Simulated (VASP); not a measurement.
Wanted: the native input for a VASP 6.6.1 run.

```
Task                   : single point
Functional             : LDA
Potentials or basis    : VASP PAW LDA potentials, release 64 (Ta_pv, N)
Cutoff                 : 520 eV
k mesh                 : 5 × 5 × 8
Occupations            : fermi-dirac, width 0.03 eV
Spin                   : no spin polarisation
Dipole correction      : no
Further INCAR settings : ALGO = Normal; EDIFF = 1e-06; NBANDS = 33
```

The structure of TaN lies in POSCAR:

```
TaN
1.0
    5.1676579916      0.0000000000      0.0000000000
   -2.5838289958      4.4753230988      0.0000000000
    0.0000000000      0.0000000000      2.8982741748
Ta N
3 3
Direct
    0.0000000000      0.0000000000      0.0000000000
    0.3333333333      0.6666666667      0.5000000000
    0.6666666667      0.3333333333      0.5000000000
    0.5000000000      0.0000000000      0.0000000000
    0.5000000000      0.5000000000      0.0000000000
    0.0000000000      0.5000000000      0.0000000000
```

The input as run:

INCAR

```
SYSTEM = TaN
ALGO = Normal
EDIFF = 1E-6
ENCUT = 520
GGA = CA
ISIF = 2
ISMEAR = -1
LASPH = .TRUE.
LCHARG = .FALSE.
LREAL = .FALSE.
LWAVE = .FALSE.
NBANDS = 33
NELM = 80
PREC = Accurate
SIGMA = 0.03
```

KPOINTS

```
k-points
0
G
  5 5 8
  0 0 0
```

Potentials or basis: VASP PAW LDA potentials, release 64 (Ta_pv, N).

Run with:

```console
$ cat potpaw_LDA.64/Ta_pv/POTCAR potpaw_LDA.64/N/POTCAR > POTCAR
$ mpirun -np 1 vasp_std > vasp.out
```

It gave:

```
Pressure               : 0.3 GPa
Band gap on the k mesh : zero (bands 24 and 25 overlap by 2.19 eV)
```

Caveat: spin-orbit coupling is left out, which moves the levels of the heavy elements.

Wall time 46 s on 1 thread of Intel Xeon 8259CL (shared host), peak memory 0.18 GiB.
